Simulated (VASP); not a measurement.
# Ir (P6_3/mmc) in VASP: a series of runs

The runs below take Ir through single point, with PBE.

Program: VASP 6.6.1. These are calculated values, not measurements. Logs are shortened: lines on timing, memory, paths and dates and some standing lists are left out, and cuts for length are marked.

## (1) The cell of the first run

Symmetry: P6_3/mmc, No. 194, hexagonal system. Conventional cell: a = 2.751 Å, b = 2.751 Å, c = 4.641 Å, α = 90.00°, β = 90.00°, γ = 120.00°. Ir (site symmetry -6m2) has 12 Ir at 2.75 to 2.81 Å within 3.6 Å.

## (2) Single point, PBE

File INCAR:

```
  PREC = Accurate
  ENCUT = 520
  EDIFF = 1E-6
  ISMEAR = -1
  SIGMA = 0.05
  LREAL = F
  LASPH = T
  NELM = 60
  ALGO = Fast
  ISIF = 2
  LWAVE = F
  LCHARG = F
  GGA = PE
  NBANDS = 16
```

File KPOINTS:

```
Automatic mesh
0
Gamma
  9 9 5
```

File POSCAR:

```
Ir
1.0
    2.7513778946      0.0000000000      0.0000000000
   -1.3756889473      2.3827631521      0.0000000000
    0.0000000000      0.0000000000      4.6407816000
Ir
2
Direct
    0.3333333333      0.6666666667      0.2500000000
    0.6666666667      0.3333333333      0.7500000000
```

Potentials or basis: VASP PAW PBE potentials, release 64 (Ir).

Command:

```console
$ cat potpaw_PBE.64/Ir/POTCAR > POTCAR
$ mpirun -np 1 vasp_std > vasp.out
```

OUTCAR:

```text
PREC = Accurate
   ENCUT = 520
   EDIFF = 1E-6
   ISMEAR = -1
   LREAL = F
   LASPH = T
   NELM = 60
   ISIF = 2
   GGA = PE

 ion  position               nearest neighbor table
   1  0.333  0.667  0.250-   2 2.81   2 2.81   2 2.81   2 2.81   2 2.81   2 2.81
   2  0.667  0.333  0.750-   1 2.81   1 2.81   1 2.81   1 2.81   1 2.81   1 2.81

  LATTYP: Found a hexagonal cell.
 ALAT       =     2.7513778946
 C/A-ratio  =     1.6867118141

  Lattice vectors:

 A1 = (   2.7513778946,   0.0000000000,   0.0000000000)
 A2 = (  -1.3756889473,   2.3827631521,   0.0000000000)
 A3 = (   0.0000000000,   0.0000000000,   4.6407816000)

Analysis of symmetry for initial positions (statically):
=====================================================================
 Subroutine PRICEL returns:
 Original cell was already a primitive cell.

 Routine SETGRP: Setting up the symmetry group for a
 hexagonal supercell.

 Subroutine GETGRP returns: Found 24 space group operations
 (whereof 12 operations were pure point group operations)
 out of a pool of 24 trial point group operations.

The static configuration has the point symmetry D_3d.
 The point group associated with its full space group is D_6h.

Analysis of symmetry for dynamics (positions and initial velocities):
=====================================================================
 Subroutine PRICEL returns:
 Original cell was already a primitive cell.

 Routine SETGRP: Setting up the symmetry group for a
 hexagonal supercell.

 Subroutine GETGRP returns: Found 24 space group operations
 (whereof 12 operations were pure point group operations)
 out of a pool of 24 trial point group operations.

The dynamic configuration has the point symmetry D_3d.
 The point group associated with its full space group is D_6h.

 Subroutine INISYM returns: Found 24 space group operations
 (whereof 12 operations are pure point group operations),
 and found     1 'primitive' translations

----------------------------------------------------------------------------------------

                                     Primitive cell

  volume of cell :      30.4244

  direct lattice vectors                    reciprocal lattice vectors
     2.751377895  0.000000000  0.000000000     0.363454254  0.209840411  0.000000000
    -1.375688947  2.382763152  0.000000000     0.000000000  0.419680823  0.000000000
     0.000000000  0.000000000  4.640781600     0.000000000  0.000000000  0.215480944

[... 82 lines left out ...]
   NELM   =     60;   NELMIN=  2; NELMDL= -5     # of ELM steps
   EDIFF  = 0.1E-05   stopping-criterion for ELM
   LREAL  =      F    real-space projection
   EDIFFG = 0.1E-04   stopping-criterion for IOM
   NSW    =      0    number of steps for IOM
   IBRION =     -1    ionic relax: 0-MD 1-quasi-New 2-CG
   NFREE  =      0    steps in history (QN), initial steepest desc. (CG)
   ISIF   =      2    stress and relaxation
   ISYM   =      2    0-nonsym 1-usesym 2-fastsym
   POTIM  = 0.5000    time-step for ionic-motion
   TEBEG  =    0.0;   TEEND  =   0.0 temperature during run
   PSTRESS=    0.0 pullay stress
   NELECT =      18.0000    total number of electrons
   NUPDOWN=      -1.0000    fix difference up-down
   EMIN   =  10.00;   EMAX   =-10.00  energy-range for DOS
   EFERMI =   0.00;   METHOD = LEGACY
   ISMEAR =    -1;   SIGMA  =   0.05  broadening in eV -4-tet -1-fermi 0-gaus
   EFERMI_NEDOS =   21; number of points for ismear=-14 and -15
   IALGO  =     68    algorithm
   IMIX   =      4    mixing-type and parameters
     AMIX     =   0.40;   BMIX     =  1.00
     AMIX_MAG =   1.60;   BMIX_MAG =  1.00
  volume/ion in A,a.u.               =      15.21       102.66
  Fermi-wavevector in a.u.,A,eV,Ry     =   1.374332  2.597110 25.698518  1.888788
  Thomas-Fermi vector in A             =   2.499768
   LORBIT       =      0    0 simple, 1 ext, 2 COOP (PROOUT), +10 PAW based schemes
   GGA     = PE    functional components
   LHFCALC =     F    Hartree Fock is set to
   AEXX    =    0.0000 exact exchange contribution
   IVDW    =     0    specifies the selected vdW correction
   LEPSILON=     F    determine dielectric tensor
   LRPA    =     F    only Hartree local field effects (RPA)
 non-spin polarized calculation
 RMM-DIIS sequential band-by-band and
  energy-cutoff  :      520.00
  volume of cell :       30.42
 maximum number of plane-waves:       834
   NGX = 11   NGY = 11   NGZ = 17

 number of electron      17.9999999 magnetization

 Free energy of the ion-electron system (eV)
  ---------------------------------------------------
  ext. energy  EPLUGINS =         0.00000000
  ---------------------------------------------------
  free energy    TOTEN  =       -17.46304228 eV

  energy without entropy =      -17.43560560  energy(sigma->0) =      -17.44932394

 E-fermi :   9.1670     XC(G=0): -13.5586

 val. band max:        9.1631674885   @ k =   0.3333  -0.0000   0.4000
 cond. band min:       9.2093786607   @ k =   0.3333   0.3333   0.0000
 fundamental gap:      0.0462111722
 Fermi energy:         9.1670102467

 k-point     1 :       0.0000    0.0000    0.0000
  band No.  band energies     occupation
      1      -1.1631      2.00000
      2       1.7463      2.00000
      3       5.3957      2.00000
      4       5.8759      2.00000
      5       5.8759      2.00000
      6       6.3788      2.00000
[... 433 lines left out ...]
      3       3.9513      2.00000
      4       4.7365      2.00000
      5       5.4728      2.00000
      6       5.4728      2.00000
[... 8 lines left out ...]
     15      19.7985      0.00000
     16      20.8882      0.00000

 [... further k-points ...]

------------------------ aborting loop because EDIFF is reached ----------------------------------------

  FORCE on cell =-STRESS in cart. coord.  units (eV):
  Direction    XX          YY          ZZ          XY          YZ          ZX
  --------------------------------------------------------------------------------------
  -------------------------------------------------------------------------------------
  Total       -1.4750606     -1.4750606     -4.1649163     -0.0000000     -0.0000000      0.0000000
  in kB      -77.6780273    -77.6780273   -219.3282700     -0.0000000     -0.0000000      0.0000000
  external PRESSURE =    -124.8947749 kB  Pullay stress =       0.0000000 kB

 VOLUME and BASIS-vectors are now :
 -----------------------------------------------------------------------------
  energy-cutoff  :      520.00
  volume of cell :       30.42
      direct lattice vectors                 reciprocal lattice vectors
     2.751377895  0.000000000  0.000000000     0.363454254  0.209840411  0.000000000
    -1.375688947  2.382763152  0.000000000     0.000000000  0.419680823  0.000000000
     0.000000000  0.000000000  4.640781600     0.000000000  0.000000000  0.215480944

 POSITION                                       TOTAL-FORCE (eV/Angst)
 -----------------------------------------------------------------------------------
     -0.00000      1.58851      1.16020        -0.000000      0.000000      0.000000
      1.37569      0.79425      3.48059         0.000000     -0.000000      0.000000
 -----------------------------------------------------------------------------------
    total drift:                                0.000000     -0.000000     -0.000000

  FREE ENERGIE OF THE ION-ELECTRON SYSTEM (eV)
  ---------------------------------------------------
  free  energy   TOTEN  =       -17.4630422845 eV

  energy  without entropy=      -17.4356056003  energy(sigma->0) =      -17.44932394
```

OSZICAR:

```text
N       E                     dE             d eps       ncg     rms          rms(c)
DAV:   1     0.142129012333E+03    0.14213E+03   -0.85284E+03  1152   0.112E+03
DAV:   2    -0.149132487048E+02   -0.15704E+03   -0.14148E+03  1160   0.305E+02
DAV:   3    -0.185817885553E+02   -0.36685E+01   -0.36158E+01  1544   0.548E+01
DAV:   4    -0.186211783756E+02   -0.39390E-01   -0.39381E-01  1280   0.489E+00
DAV:   5    -0.186222758931E+02   -0.10975E-02   -0.10975E-02  1592   0.855E-01    0.180E+01
RMM:   6    -0.176183326285E+02    0.10039E+01   -0.12263E+00  1159   0.121E+01    0.697E+00
RMM:   7    -0.174678286958E+02    0.15050E+00   -0.59019E-01  1192   0.574E+00    0.230E+00
RMM:   8    -0.174716867895E+02   -0.38581E-02   -0.70993E-02  1327   0.278E+00    0.193E+00
RMM:   9    -0.174704667549E+02    0.12200E-02   -0.15219E-02  1357   0.880E-01    0.143E+00
RMM:  10    -0.174624868040E+02    0.79800E-02   -0.18726E-02  1196   0.179E+00    0.638E-01
RMM:  11    -0.174630647270E+02   -0.57792E-03   -0.11234E-03  1248   0.403E-01    0.465E-01
RMM:  12    -0.174630963650E+02   -0.31638E-04   -0.33484E-04  1361   0.126E-01    0.368E-01
RMM:  13    -0.174631040284E+02   -0.76634E-05   -0.87349E-05  1584   0.632E-02    0.377E-01
RMM:  14    -0.174631212358E+02   -0.17207E-04   -0.16051E-05  1256   0.341E-02    0.280E-01
RMM:  15    -0.174630596497E+02    0.61586E-04   -0.19271E-04  1878   0.121E-01    0.646E-02
RMM:  16    -0.174630479270E+02    0.11723E-04   -0.11188E-05  1389   0.342E-02    0.308E-02
RMM:  17    -0.174630432682E+02    0.46588E-05   -0.73877E-06  1245   0.225E-02    0.154E-02
RMM:  18    -0.174630422845E+02    0.98374E-06   -0.30514E-06   982   0.122E-02
   1 F= -.17463042E+02 E0= -.17449324E+02  d E =-.274367E-01
```

Run time: 9.6 s. Hardware: 1 thread of Intel Xeon 6975P-C (Granite Rapids), shared host; peak memory 0.14 GiB.

Results:

- Free energy: -17.4630 eV
- Pressure: -12.5 GPa
- Band gap on the k mesh: zero (band 9 reaches 10.04 eV, above the bottom of band 10 at 7.36 eV)

Stress tensor (GPa, compression positive):
```
 -7.77   0.00   0.00
  0.00  -7.77   0.00
  0.00   0.00 -21.93
```

Levels at points of the mesh, in eV from the Fermi level:
| k point | band 5 | band 6 | band 7 | band 8 | band 9 | band 10 | band 11 | band 12 | band 13 | band 14 |
| --- | --- | --- | --- | --- | --- | --- | --- | --- | --- | --- |
| (0.00, 0.00, 0.00) | -3.29 | -2.79 | -2.79 | -1.72 | -1.72 | -0.85 | 0.37 | 0.37 | 6.02 | 14.70 |

Caveat: spin-orbit coupling is left out, which moves the levels of the heavy elements.

## (3) Single point, PBE

This run uses another cell than the first one, of 13.55 Å³/atom, 0.891 times its volume.

File INCAR:

```
ALGO = Fast
EDIFF = 1E-7
ENCUT = 520
GGA = PE
ISIF = 2
ISMEAR = -1
LASPH = True
LCHARG = False
LREAL = False
LWAVE = False
NBANDS = 16
NELM = 80
PREC = Accurate
SIGMA = 0.05
```

File KPOINTS:

```
k-points
0
Gamma
  11 11 6
```

File POSCAR:

```
Ir
1.0
    2.6814613178      0.0000000000      0.0000000000
   -1.3407306589      2.3222136204      0.0000000000
    0.0000000000      0.0000000000      4.3526266472
Ir
2
Direct
    0.3333333333      0.6666666667      0.2500000000
    0.6666666667      0.3333333333      0.7500000000
```

Potentials or basis: VASP PAW PBE potentials, release 64 (Ir).

Command:

```console
$ cat potpaw_PBE.64/Ir/POTCAR > POTCAR
$ mpirun -np 1 vasp_std > vasp.out
```

Wall time 14 s (1 thread of Intel Xeon 6975P-C (Granite Rapids), shared host); peak memory 0.15 GiB.

The run converged. Its results:

```
Free energy            : -17.3493 eV
Pressure               : 30.9 GPa
Band gap on the k mesh : zero (band 9 reaches 12.35 eV, above the bottom of band 10 at 8.87 eV)
```

Levels at points of the mesh, in eV from the Fermi level:
```
           k point  band 5  band 6  band 7  band 8  band 9  band 10  band 11  band 12  band 13  band 14
(0.00, 0.00, 0.00)   -4.11   -3.40   -3.40   -2.54   -2.54    -0.94     0.31     0.31     7.51    14.19
(0.00, 0.00, 0.50)   -4.24   -4.24   -4.24   -4.24   -0.49    -0.49    -0.49    -0.49    13.66    13.66
```

Caveat: spin-orbit coupling is left out, which moves the levels of the heavy elements.
